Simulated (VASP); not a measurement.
Input of a VASP 6.6.1 run:

Contents of INCAR:

```
SYSTEM = C
PREC = Accurate
ENCUT = 520
EDIFF = 1E-7
ISMEAR = 0
SIGMA = 0.05
LREAL = .False.
LASPH = .True.
NELM = 80
ALGO = Normal
ISIF = 2
LWAVE = .False.
LCHARG = .False.
GGA = PE
NBANDS = 26
```

The input KPOINTS:

```
regular mesh
0
Gamma
  6 6 6
  0 0 0
```

Contents of POSCAR:

```
C
1.0
    3.5714750638      0.0000000000      0.0000000000
    0.0000000000     -3.5714750638      0.0000000000
    0.0000000000      0.0000000000     -3.5714750638
C
8
Direct
    0.5000000000      0.0000000000     -0.0069999089
    0.0000000000      0.5000000000      0.0000000000
    0.0000000000      0.0000000000      0.5000000000
    0.5000000000      0.5000000000      0.5000000000
    0.7500000000      0.7500000000      0.7500000000
    0.2500000000      0.2500000000      0.7500000000
    0.2500000000      0.7500000000      0.2500000000
    0.7500000000      0.2500000000      0.2500000000
```

Potentials or basis: VASP PAW PBE potentials, release 64 (C).

Run with:

```console
$ cat potpaw_PBE.64/C/POTCAR > POTCAR
$ mpirun -np 1 vasp_std > vasp.out
```

Problem. Estimate the band gap on the k mesh.

Solution. 4.04 eV.

Problem. Estimate the pressure.

Solution. 0.8 GPa.

Problem. What does it give for the largest force?

Solution. 1.103 eV/Å.

Stress tensor (GPa, compression positive):
```
0.79 0.26 0.00
0.26 0.79 0.00
0.00 0.00 0.73
```

Caveat: the cell differs from its parent crystal (atom 1 (C) moved +0.025 Å along Cartesian [0 0 1]); forces of over 1 eV/Å act on the atoms, so gaps and moduli don't describe the material at rest. A k mesh can miss the band edges.
